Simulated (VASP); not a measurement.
## ZnCd2Te3: relaxation of cell and atoms with PBE

The system is ZnCd2Te3.

```
CELL_PARAMETERS angstrom
5.24360 0.00000 0.00000
0.00000 5.24360 0.00000
0.00000 0.00000 10.87515
ATOMIC_POSITIONS crystal
Zn 0.50000 0.50000 0.00000
Cd 0.50000 0.00000 0.00000
Cd 0.00000 0.50000 0.00000
Te 0.50000 0.50000 0.24484
Te 0.50000 0.50000 0.75516
Te 0.50000 0.50000 0.50000
```

The cell was generated, and may not be a known phase.

```
Program                : VASP 6.6.1
Task                   : relaxation of cell and atoms
Functional             : PBE
Potentials or basis    : VASP PAW PBE potentials, release 64 (Zn, Cd, Te)
Cutoff                 : 600 eV
k mesh                 : 8 × 8 × 4
Occupations            : gaussian, width 0.1 eV
Spin                   : no spin polarisation
Dipole correction      : no
Further INCAR settings : ALGO = Fast; EDIFF = 1e-07; IBRION = 2; EDIFFG = -0.01; NSW = 100; ISIF = 3
```

The relaxed volume is 50.78 Å³/atom, the relaxed cell is a = 5.277 Å, b = 5.277 Å, c = 10.941 Å, α = 90.00°, β = 90.00°, γ = 90.00° and the space group after relaxing (to 0.1 Å) is P4/mmm (No. 123). The energy gained by relaxing is 1.1 meV/atom. The ionic steps are 8 and the pressure after relaxing is 0.0 GPa. The band gap on the k mesh is zero (bands 27 and 28 overlap by 0.82 eV).

Forces in eV/Å, atoms in the order of the input:
```
Zn   0.000  0.000  0.000
Cd   0.000  0.000  0.000
Cd   0.000  0.000  0.000
Te   0.000  0.000 -0.003
Te   0.000  0.000  0.003
Te   0.000  0.000  0.000
```

The path:
| step | energy change (eV) | largest force (eV/Å) | pressure (GPa) | volume (Å³) |
| --- | --- | --- | --- | --- |
| 1 | 0.0000 | 0.1147 | 0.35 | 299.02 |
| 2 | -0.0043 | 0.0324 | -0.12 | 303.75 |
| 3 | -0.0060 | 0.0157 | 0.04 | 302.08 |
| 4 | -0.0063 | 0.0154 | 0.03 | 302.63 |
| 5 | -0.0067 | 0.0141 | 0.00 | 304.27 |
| 6 | -0.0068 | 0.0138 | 0.00 | 304.61 |
| 7 | -0.0068 | 0.0137 | 0.00 | 304.66 |
| 8 | -0.0068 | 0.0029 | -0.01 | 304.66 |

Final structure:
```xyz
6
Lattice="5.2769 0.0000 0.0000 0.0000 5.2769 0.0000 0.0000 0.0000 10.9410" Properties=species:S:1:pos:R:3 pbc="T T T"
Zn    2.6384    2.6384    0.0000
Cd    2.6384    0.0000    0.0000
Cd    0.0000    2.6384    0.0000
Te    2.6384    2.6384    2.6703
Te    2.6384    2.6384    8.2707
Te    2.6384    2.6384    5.4705
```

Levels at points of the mesh, in eV from the Fermi level:
| k point | band 23 | band 24 | band 25 | band 26 | band 27 | band 28 | band 29 | band 30 | band 31 | band 32 |
| --- | --- | --- | --- | --- | --- | --- | --- | --- | --- | --- |
| (0.00, 0.00, 0.00) | -0.97 | -0.97 | -0.65 | -0.65 | -0.19 | -0.12 | 1.32 | 1.32 | 1.45 | 2.74 |
| (0.50, 0.00, 0.00) | -1.91 | -1.74 | -0.91 | -0.39 | -0.01 | 0.27 | 1.77 | 1.88 | 2.30 | 3.33 |
| (0.50, 0.50, 0.00) | -1.76 | -1.76 | -1.64 | -1.64 | 0.29 | 0.40 | 0.40 | 1.50 | 2.24 | 3.87 |
| (0.00, 0.00, 0.50) | -1.74 | -1.71 | -1.71 | -0.12 | 0.18 | 0.18 | 0.83 | 0.83 | 1.35 | 2.49 |
| (0.50, 0.00, 0.50) | -1.69 | -1.68 | -1.48 | -0.71 | -0.52 | 0.23 | 0.97 | 1.38 | 3.33 | 3.43 |
| (0.50, 0.50, 0.50) | -2.27 | -1.69 | -1.49 | -0.52 | -0.52 | -0.43 | -0.43 | 0.29 | 4.20 | 4.37 |

It took 60 min on 1 thread of Oxide Virtual Turin-like Processor, on a shared host, peak memory 0.77 GiB.

Caveat: spin-orbit coupling is left out, which moves the levels of the heavy elements.
